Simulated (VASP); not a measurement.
Write the native input for VASP 6.6.1 that does the following.

```yaml
Task: single point
Functional: r2SCAN
Potentials_or_basis: VASP PAW PBE potentials, release 64 (Ag, Pt)
Cutoff: 520 eV
k_mesh: 6 × 6 × 6
Occupations: methfessel-paxton, width 0.1 eV
Spin: no spin polarisation
Dipole_correction: no
Further_INCAR_settings: ALGO = Normal; EDIFF = 1e-07; NBANDS = 28
```

Crystal: AgPt3.

```
Ag Pt
1.0
     3.79310    0.00000    0.00000
     0.00000    3.79310    0.00000
     0.00000    0.00000    3.79310
Ag Pt
1 3
Direct
  0.00000 0.00000 0.00000
  0.00000 0.50000 0.50000
  0.50000 0.00000 0.50000
  0.50000 0.50000 0.00000
```

These files were run (other wordings do the same):

POSCAR

```
AgPt3
1.0
    3.7930964223      0.0000000000      0.0000000000
    0.0000000000      3.7930964223      0.0000000000
    0.0000000000      0.0000000000      3.7930964223
Ag Pt
1 3
Direct
    0.0000000000      0.0000000000      0.0000000000
    0.0000000000      0.5000000000      0.5000000000
    0.5000000000      0.0000000000      0.5000000000
    0.5000000000      0.5000000000      0.0000000000
```

INCAR.step1

```
PREC = Accurate
ENCUT = 520
ISMEAR = 1
SIGMA = 0.1
LREAL = F
LASPH = T
NELM = 80
NBANDS = 28
GGA = PE
ALGO = Normal
EDIFF = 1E-4
LWAVE = T
LCHARG = F
```

INCAR.step2

```
PREC = Accurate
ENCUT = 520
EDIFF = 1E-7
ISMEAR = 1
SIGMA = 0.1
LREAL = F
LASPH = T
NELM = 80
ALGO = Normal
ISIF = 2
LWAVE = F
LCHARG = F
METAGGA = R2SCAN
LMIXTAU = T
NBANDS = 28
ISTART = 1
```

KPOINTS

```
regular mesh
0
Gamma
  6 6 6
```

Potentials or basis: VASP PAW PBE potentials, release 64 (Ag, Pt).

Launch:

```console
$ cat potpaw_PBE.64/Ag/POTCAR potpaw_PBE.64/Pt/POTCAR > POTCAR
$ cp INCAR.step1 INCAR
$ mpirun -np 1 vasp_std > vasp.out
$ cp INCAR.step2 INCAR
$ mpirun -np 1 vasp_std > vasp.out
```

It gave:

* Pressure: 45.2 GPa

Caveat: the PAW data sets were made with another functional, which shifts forces and pressure a little.

Wall time 97 s on 1 thread of AMD EPYC 7R43 64-Core Processor (Zen 3), with other jobs on the host, peak memory 0.14 GiB.
